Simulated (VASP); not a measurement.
Runs of VASP 6.6.1 on MgO (Periclase). The structure is that of space group Fm-3m (No. 225), or close to it. The cells are those of the table. 

| cell | gap on the mesh (eV) | pressure (GPa) |
| --- | --- | --- |
| a = 3.021 Å, angles 60.0°, 2 atoms | 4.32 | (b) |
| a = 2.942 Å, angles 60.0°, 2 atoms | 5.10 | (a) |
| a = 2.900 Å, angles 60.0°, 2 atoms | 5.54 | 19.7 |
| a = 3.059 Å, angles 60.0°, 2 atoms | 3.98 | -7.6 |
| a = 2.982 Å, angles 60.0°, 2 atoms | (c) | 3.4 |

Alike in all rows: task single point; level PBE; potentials or basis VASP PAW PBE potentials, release 64 (Mg, O); no spin polarisation; k mesh 8 × 8 × 8; cutoff (eV) 520; smearing gaussian 0.01 eV.

Q: Fill in the values left out.

A: (a) 10.7; (b) -2.7; (c) 4.69.

